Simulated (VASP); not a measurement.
# Rb3ClO (Pm-3m) in VASP: a series of runs

The runs below take Rb3ClO through single point, relaxation of cell and atoms, with LDA.

Everything below comes from runs of VASP 6.6.1. Logs are shortened: lines on timing, memory, paths and dates and some standing lists are left out, and cuts for length are marked.

## 1. The cell of the first run

Symmetry: Pm-3m, No. 221, cubic system. The conventional cell has a = 5.272 Å, b = 5.272 Å, c = 5.272 Å, α = 90.00°, β = 90.00°, γ = 90.00°. Rb (site symmetry 4/mmm) has 2 O at 2.64 Å within 3.5 Å. Within 4.9 Å of Cl (site symmetry m-3m) lie 12 Rb at 3.73 Å and 8 O at 4.57 Å. O (site symmetry m-3m) has 6 Rb at 2.64 Å within 3.5 Å.

## 2. Single point, LDA

Contents of INCAR:

```
PREC = Accurate ; ENCUT = 520
EDIFF = 1E-7 ; ISMEAR = 0
SIGMA = 0.02 ; LREAL = False
LASPH = True ; NELM = 100
ALGO = Normal ; ISIF = 2
LWAVE = False ; LCHARG = False
NBANDS = 28
```

Contents of KPOINTS:

```
regular mesh
0
Gamma
  6 6 6
```

Contents of POSCAR:

```
Rb3ClO
1.0
    5.2723051598      0.0000000000      0.0000000000
    0.0000000000      5.2723051598      0.0000000000
    0.0000000000      0.0000000000      5.2723051598
Rb Cl O
3 1 1
Direct
    0.0000000000      0.0000000000      0.5000000000
    0.0000000000      0.5000000000      0.0000000000
    0.5000000000      0.0000000000      0.0000000000
    0.5000000000      0.5000000000      0.5000000000
    0.0000000000      0.0000000000      0.0000000000
```

Potentials or basis: VASP PAW LDA potentials, release 64 (Rb_sv, Cl, O).

The run is started by

```
cat potpaw_LDA.64/Rb_sv/POTCAR potpaw_LDA.64/Cl/POTCAR potpaw_LDA.64/O/POTCAR > POTCAR
mpirun -np 1 vasp_std > vasp.out
```

OUTCAR:

```text
PREC = Accurate
   ENCUT = 520
   EDIFF = 1E-7
   ISMEAR = 0
   LREAL = False
   LASPH = True
   NELM = 100
   ISIF = 2

 ion  position               nearest neighbor table
   1  0.000  0.000  0.500-   5 2.64   5 2.64   4 3.73   2 3.73   2 3.73   3 3.73   3 3.73   2 3.73
                             4 3.73   2 3.73   3 3.73   4 3.73   3 3.73   4 3.73
   2  0.000  0.500  0.000-   5 2.64   5 2.64   4 3.73   1 3.73   1 3.73   4 3.73   1 3.73   3 3.73
                             3 3.73   1 3.73   3 3.73   4 3.73   4 3.73   3 3.73
   3  0.500  0.000  0.000-   5 2.64   5 2.64   4 3.73   1 3.73   1 3.73   4 3.73   2 3.73   4 3.73
                             4 3.73   1 3.73   2 3.73   2 3.73   1 3.73   2 3.73
   4  0.500  0.500  0.500-   1 3.73   2 3.73   3 3.73   2 3.73   3 3.73   1 3.73   3 3.73   3 3.73
                             1 3.73   2 3.73   2 3.73   1 3.73
   5  0.000  0.000  0.000-   1 2.64   2 2.64   3 2.64   1 2.64   2 2.64   3 2.64

  LATTYP: Found a simple cubic cell.
 ALAT       =     5.2723051598

  Lattice vectors:

 A1 = (   5.2723051598,   0.0000000000,   0.0000000000)
 A2 = (   0.0000000000,   5.2723051598,   0.0000000000)
 A3 = (   0.0000000000,   0.0000000000,   5.2723051598)

Analysis of symmetry for initial positions (statically):
=====================================================================
 Subroutine PRICEL returns:
 Original cell was already a primitive cell.

 Routine SETGRP: Setting up the symmetry group for a
 simple cubic supercell.

 Subroutine GETGRP returns: Found 48 space group operations
 (whereof 48 operations were pure point group operations)
 out of a pool of 48 trial point group operations.

The static configuration has the point symmetry O_h .

Analysis of symmetry for dynamics (positions and initial velocities):
=====================================================================
 Subroutine PRICEL returns:
 Original cell was already a primitive cell.

 Routine SETGRP: Setting up the symmetry group for a
 simple cubic supercell.

 Subroutine GETGRP returns: Found 48 space group operations
 (whereof 48 operations were pure point group operations)
 out of a pool of 48 trial point group operations.

The dynamic configuration has the point symmetry O_h .

 Subroutine INISYM returns: Found 48 space group operations
 (whereof 48 operations are pure point group operations),
 and found     1 'primitive' translations

----------------------------------------------------------------------------------------

                                     Primitive cell

  volume of cell :     146.5553

  direct lattice vectors                    reciprocal lattice vectors
     5.272305160  0.000000000  0.000000000     0.189670357  0.000000000  0.000000000
     0.000000000  5.272305160  0.000000000     0.000000000  0.189670357  0.000000000
     0.000000000  0.000000000  5.272305160     0.000000000  0.000000000  0.189670357

  length of vectors
     5.272305160  5.272305160  5.272305160     0.189670357  0.189670357  0.189670357

  position of ions in fractional coordinates (direct lattice)
     0.000000000  0.000000000  0.500000000
     0.000000000  0.500000000  0.000000000
     0.500000000  0.000000000  0.000000000
     0.500000000  0.500000000  0.500000000
     0.000000000  0.000000000  0.000000000

  ion indices of the primitive-cell ions
   primitive index   ion index
                 1           1
                 2           2
                 3           3
                 4           4
                 5           5

----------------------------------------------------------------------------------------

 KPOINTS: regular mesh

Automatic generation of k-mesh.
 Grid dimensions read from file:
 generate k-points for:    6    6    6

 Generating k-lattice:

  Cartesian coordinates                     Fractional coordinates (reciprocal lattice)
     0.031611726  0.000000000  0.000000000     0.166666667  0.000000000  0.000000000
     0.000000000  0.031611726  0.000000000     0.000000000  0.166666667  0.000000000
     0.000000000  0.000000000  0.031611726     0.000000000  0.000000000  0.166666667

  Length of vectors
     0.031611726  0.031611726  0.031611726

  Shift w.r.t. Gamma in fractional coordinates (k-lattice)
     0.000000000  0.000000000  0.000000000

 Subroutine IBZKPT returns following result:
 ===========================================

 Found     20 irreducible k-points:

 Following reciprocal coordinates:
            Coordinates               Weight
  0.000000  0.000000  0.000000      1.000000
  0.166667  0.000000  0.000000      6.000000
  0.333333  0.000000  0.000000      6.000000
  0.500000  0.000000  0.000000      3.000000
  0.166667  0.166667  0.000000     12.000000
  0.333333  0.166667  0.000000     24.000000
[... 12 lines left out ...]
  0.500000  0.500000  0.333333      6.000000
  0.500000  0.500000  0.500000      1.000000
   k-points           NKPTS =     20   k-points in BZ     NKDIM =     20   number of bands    NBANDS=     28
   number of dos      NEDOS =    301   number of ions     NIONS =      5
   total plane-waves  NPLWV =  64000
   dimension x,y,z NGX =    40 NGY =   40 NGZ =   40
   dimension x,y,z NGXF=    80 NGYF=   80 NGZF=   80
   ions per type =               3   1   1
   NGX,Y,Z   is equivalent  to a cutoff of  12.61, 12.61, 12.61 a.u.
   NGXF,Y,Z  is equivalent  to a cutoff of  25.23, 25.23, 25.23 a.u.
 SYSTEM =  unknown system
   PREC   = accura    normal or accurate (medium, high low for compatibility)
   ISTART =      0    job   : 0-new  1-cont  2-samecut
   ICHARG =      2    charge: 1-file 2-atom 10-const
   ISPIN  =      1    spin polarized calculation?
   LNONCOLLINEAR =      F non collinear calculations
   LSORBIT =      F    spin-orbit coupling
   LASPH  =      T    aspherical Exc in radial PAW
   ENCUT  =  520.0 eV  38.22 Ry    6.18 a.u.   9.80  9.80  9.80*2*pi/ulx,y,z
   NELM   =    100;   NELMIN=  2; NELMDL= -5     # of ELM steps
   EDIFF  = 0.1E-06   stopping-criterion for ELM
   LREAL  =      F    real-space projection
   EDIFFG = 0.1E-05   stopping-criterion for IOM
   NSW    =      0    number of steps for IOM
   IBRION =     -1    ionic relax: 0-MD 1-quasi-New 2-CG
   NFREE  =      0    steps in history (QN), initial steepest desc. (CG)
   ISIF   =      2    stress and relaxation
   ISYM   =      2    0-nonsym 1-usesym 2-fastsym
   POTIM  = 0.5000    time-step for ionic-motion
   TEBEG  =    0.0;   TEEND  =   0.0 temperature during run
   PSTRESS=    0.0 pullay stress
   NELECT =      40.0000    total number of electrons
   NUPDOWN=      -1.0000    fix difference up-down
   EMIN   =  10.00;   EMAX   =-10.00  energy-range for DOS
   EFERMI =   0.00;   METHOD = LEGACY
   ISMEAR =     0;   SIGMA  =   0.02  broadening in eV -4-tet -1-fermi 0-gaus
   EFERMI_NEDOS =   21; number of points for ismear=-14 and -15
   IALGO  =     38    algorithm
   IMIX   =      4    mixing-type and parameters
     AMIX     =   0.40;   BMIX     =  1.00
     AMIX_MAG =   1.60;   BMIX_MAG =  1.00
  volume/ion in A,a.u.               =      29.31       197.80
  Fermi-wavevector in a.u.,A,eV,Ry     =   1.061926  2.006749 15.343113  1.127687
  Thomas-Fermi vector in A             =   2.197359
   LORBIT       =      0    0 simple, 1 ext, 2 COOP (PROOUT), +10 PAW based schemes
   GGA     = CA    functional components
   LHFCALC =     F    Hartree Fock is set to
   AEXX    =    0.0000 exact exchange contribution
   IVDW    =     0    specifies the selected vdW correction
   LEPSILON=     F    determine dielectric tensor
   LRPA    =     F    only Hartree local field effects (RPA)
 non-spin polarized calculation
 Gauss-broadening in eV      SIGMA  =   0.02
  energy-cutoff  :      520.00
  volume of cell :      146.56
 maximum number of plane-waves:      3966
 NGX is ok and might be reduce to    40
   NGX = 19   NGY = 19   NGZ = 19

 number of electron      39.9999994 magnetization

 Free energy of the ion-electron system (eV)
  ---------------------------------------------------
  ext. energy  EPLUGINS =         0.00000000
  ---------------------------------------------------
  free energy    TOTEN  =       -17.94745304 eV

  energy without entropy =      -17.94745304  energy(sigma->0) =      -17.94745304

 E-fermi :   1.6966     XC(G=0):  -8.4734

 val. band max:        1.6042968362   @ k =   0.0000   0.0000   0.0000
 cond. band min:       1.8769135497   @ k =   0.0000   0.0000   0.0000
 fundamental gap:      0.2726167136
 Fermi energy:         1.6965693602

 k-point     1 :       0.0000    0.0000    0.0000
  band No.  band energies     occupation
      1     -25.5079      2.00000
      2     -25.3048      2.00000
      3     -25.3048      2.00000
      4     -14.1542      2.00000
      5     -13.0845      2.00000
      6     -10.1852      2.00000
[... 20 lines left out ...]
     27       8.1963      0.00000
     28       8.1963      0.00000

 k-point     2 :       0.1667    0.0000    0.0000
  band No.  band energies     occupation
      1     -25.4957      2.00000
      2     -25.3163      2.00000
      3     -25.3046      2.00000
      4     -14.1583      2.00000
      5     -13.1550      2.00000
      6     -10.1481      2.00000
[... 20 lines left out ...]
     27       7.7801      0.00000
     28       8.2760      0.00000

 k-point     3 :       0.3333    0.0000    0.0000
  band No.  band energies     occupation
      1     -25.4647      2.00000
      2     -25.3460      2.00000
      3     -25.3042      2.00000
      4     -14.1664      2.00000
      5     -13.2830      2.00000
      6     -10.0540      2.00000
[... 20 lines left out ...]
     27       6.9768      0.00000
     28       7.3487      0.00000

 k-point     4 :       0.5000    0.0000    0.0000
  band No.  band energies     occupation
      1     -25.4404      2.00000
      2     -25.3696      2.00000
      3     -25.3040      2.00000
      4     -14.1704      2.00000
      5     -13.3417      2.00000
      6      -9.9830      2.00000
[... 20 lines left out ...]
     27       6.5395      0.00000
     28       6.8617      0.00000

 k-point     5 :       0.1667    0.1667    0.0000
  band No.  band energies     occupation
      1     -25.4842      2.00000
      2     -25.3209      2.00000
      3     -25.3106      2.00000
      4     -14.1612      2.00000
      5     -13.2243      2.00000
      6     -10.1110      2.00000
[... 20 lines left out ...]
     27       7.5747      0.00000
     28       8.0349      0.00000

 k-point     6 :       0.3333    0.1667    0.0000
  band No.  band energies     occupation
      1     -25.4545      2.00000
      2     -25.3466      2.00000
      3     -25.3126      2.00000
      4     -14.1670      2.00000
      5     -13.3505      2.00000
      6     -10.0177      2.00000
[... 339 lines left out ...]
      5     -13.6595      2.00000
      6     -10.1108      2.00000
[... 20 lines left out ...]
     27       6.9590      0.00000
     28       7.2704      0.00000

 k-point    18 :       0.5000    0.3333    0.3333
  band No.  band energies     occupation
      1     -25.3857      2.00000
      2     -25.3678      2.00000
      3     -25.3515      2.00000
      4     -14.1546      2.00000
      5     -13.7154      2.00000
      6     -10.1578      2.00000
[... 20 lines left out ...]
     27       6.9564      0.00000
     28       7.2752      0.00000

 k-point    19 :       0.5000    0.5000    0.3333
  band No.  band energies     occupation
      1     -25.3684      2.00000
      2     -25.3675      2.00000
      3     -25.3675      2.00000
      4     -14.1498      2.00000
      5     -13.7713      2.00000
      6     -10.2104      2.00000
[... 20 lines left out ...]
     27       6.9994      0.00000
     28       7.4097      0.00000

 k-point    20 :       0.5000    0.5000    0.5000
  band No.  band energies     occupation
      1     -25.3672      2.00000
      2     -25.3672      2.00000
      3     -25.3672      2.00000
      4     -14.1436      2.00000
      5     -13.8267      2.00000
      6     -10.2293      2.00000
[... 20 lines left out ...]
     27       7.2177      0.00000
     28       7.2481      0.00000

------------------------ aborting loop because EDIFF is reached ----------------------------------------

  FORCE on cell =-STRESS in cart. coord.  units (eV):
  Direction    XX          YY          ZZ          XY          YZ          ZX
  --------------------------------------------------------------------------------------
  -------------------------------------------------------------------------------------
  Total        0.1303251      0.1303251      0.1303251      0.0000000      0.0000000      0.0000000
  in kB        1.4247452      1.4247452      1.4247452      0.0000000      0.0000000      0.0000000
  external PRESSURE =       1.4247452 kB  Pullay stress =       0.0000000 kB

 VOLUME and BASIS-vectors are now :
 -----------------------------------------------------------------------------
  energy-cutoff  :      520.00
  volume of cell :      146.56
      direct lattice vectors                 reciprocal lattice vectors
     5.272305160  0.000000000  0.000000000     0.189670357  0.000000000  0.000000000
     0.000000000  5.272305160  0.000000000     0.000000000  0.189670357  0.000000000
     0.000000000  0.000000000  5.272305160     0.000000000  0.000000000  0.189670357

 POSITION                                       TOTAL-FORCE (eV/Angst)
 -----------------------------------------------------------------------------------
      0.00000      0.00000      2.63615         0.000000      0.000000      0.000000
      0.00000      2.63615      0.00000         0.000000      0.000000      0.000000
      2.63615      0.00000      0.00000         0.000000      0.000000      0.000000
      2.63615      2.63615      2.63615         0.000000      0.000000      0.000000
      0.00000      0.00000      0.00000         0.000000      0.000000      0.000000
 -----------------------------------------------------------------------------------
    total drift:                                0.000000      0.000000     -0.000000

  FREE ENERGIE OF THE ION-ELECTRON SYSTEM (eV)
  ---------------------------------------------------
  free  energy   TOTEN  =       -17.9474530381 eV

  energy  without entropy=      -17.9474530381  energy(sigma->0) =      -17.94745304
```

It took 66 s on 1 thread of Intel Xeon Platinum 8259CL at 2.50GHz (Skylake/Cascade Lake), shared host; peak memory 0.23 GiB.

What came out:

| Property | Result |
| --- | --- |
| Free energy | -17.9475 eV |
| Pressure | 0.1 GPa |
| Band gap on the k mesh | 0.27 eV |

## 3. Relaxation of cell and atoms, LDA

This run uses another cell than the first one, of 33.75 Å³/atom.

Contents of INCAR:

```
ALGO = Normal ; EDIFF = 1E-7
EDIFFG = -0.005 ; ENCUT = 600
GGA = CA ; IBRION = 2
ISIF = 3 ; ISMEAR = 0
LASPH = True ; LCHARG = False
LREAL = False ; LWAVE = False
NELM = 100 ; NSW = 70
PREC = Accurate ; SIGMA = 0.02
```

Contents of KPOINTS:

```
k-points
0
Gamma
  6 6 6
```

Changes to POSCAR since step 2:

```diff
@@ -2,5 +2,5 @@
 1.0
-    5.2723051598      0.0000000000      0.0000000000
-    0.0000000000      5.2723051598      0.0000000000
-    0.0000000000      0.0000000000      5.2723051598
+    5.5262415941      0.0000000000      0.0000000000
+    0.0000000000      5.5262415941      0.0000000000
+    0.0000000000      0.0000000000      5.5262415941
 Rb Cl O
```

Potentials or basis: VASP PAW LDA potentials, release 64 (Rb_sv, Cl, O).

The run is started by

```
cat potpaw_LDA.64/Rb_sv/POTCAR potpaw_LDA.64/Cl/POTCAR potpaw_LDA.64/O/POTCAR > POTCAR
mpirun -np 1 vasp_std > vasp.out
```

Run time: 4.5 min. Hardware: 1 thread of Intel Xeon Platinum 8259CL at 2.50GHz (Skylake/Cascade Lake), shared host; peak memory 0.32 GiB.

It converged, with:

| Property | Result |
| --- | --- |
| Free energy | -17.9565 eV |
| Relaxed volume | 29.44 Å³/atom |
| Relaxed cell | a = 5.280 Å, b = 5.280 Å, c = 5.280 Å, α = 90.00°, β = 90.00°, γ = 90.00° |
| Space group after relaxing (to 0.1 Å) | Pm-3m (No. 221) |
| Energy gained by relaxing | 35.2 meV/atom |
| Ionic steps | 4 |
| Pressure after relaxing | 0.0 GPa |
| Band gap on the k mesh | 0.27 eV |

The path:
```
step  energy change (eV)  largest force (eV/Å)  pressure (GPa)  volume (Å³)
   1              0.0000                0.0000           -2.30       168.77
   2             -0.1330                0.0000           -1.31       157.20
   3             -0.1754                0.0000           -0.14       148.21
   4             -0.1758                0.0000            0.02       147.19
```

Final structure:
```
Rb Cl O
1.0
     5.27993    0.00000    0.00000
     0.00000    5.27993    0.00000
     0.00000    0.00000    5.27993
Rb Cl O
3 1 1
Direct
  0.00000 0.00000 0.50000
  0.00000 0.50000 0.00000
  0.50000 0.00000 0.00000
  0.50000 0.50000 0.50000
  0.00000 0.00000 0.00000
```

Levels at points of the mesh, in eV from the valence-band top:
| k point | band 18 | band 19 | band 20 | band 21 | band 22 | band 23 |
| --- | --- | --- | --- | --- | --- | --- |
| (0.00, 0.00, 0.00) | 0.00 | 0.00 | 0.00 | 0.27 | 1.91 | 1.91 |
| (0.50, 0.00, 0.00) | -1.16 | -0.12 | -0.12 | 2.03 | 2.52 | 3.21 |
| (0.50, 0.50, 0.00) | -1.31 | -1.31 | -0.24 | 3.57 | 3.78 | 3.78 |
| (0.50, 0.50, 0.50) | -1.52 | -1.52 | -1.52 | 2.77 | 3.23 | 3.23 |

A k mesh can miss the band edges.
